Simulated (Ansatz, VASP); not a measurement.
**Ti2B3 in VASP and in Ansatz**

```
CELL_PARAMETERS angstrom
3.63002 0.00000 0.00000
-1.81501 3.14369 0.00000
0.00000 0.00000 4.53210
ATOMIC_POSITIONS crystal
Ti 0.00000 0.00000 0.00000
Ti 0.33333 0.66667 0.50000
B 0.66667 0.33333 0.19302
B 0.66667 0.33333 0.80698
B 0.00000 0.00000 0.50000
```

Change from the starting cell: species swapped into the Co3Ge2 type (P-6m2, No. 187).

Alike in both runs: functional PBE; k mesh 6 × 6 × 4; occupations gaussian, width 0.1 eV; no spin polarisation.

Ansatz relaxed the structure, and its values are those at the end. VASP's run is a single point on that final structure, the one shown.

```csv
,VASP,Ansatz
version,VASP 6.6.1,Ansatz 0.2.0
potentials or method,"VASP PAW PBE potentials, release 64 (Ti_sv, B), cutoff 520 eV","scalar-relativistic, plane waves, PAW"
valence electrons in the cell,33,33
```

Ansatz gave:

| Quantity | Value |
| --- | --- |
| gap on the k mesh at the Fermi level (eV) | none |
| pressure (GPa) | 0.2 |
| rms of the force components (eV/Å) | 0.008 |

Task: What did VASP give for the same quantities?

Result: gap on the k mesh at the Fermi level (eV): none; pressure (GPa): 0.2; rms of the force components (eV/Å): 0.003.

A gap of «none» marks a metal or a gap that the smearing closes. The functional is the same, so the differences come from potentials, cutoffs and numerics.
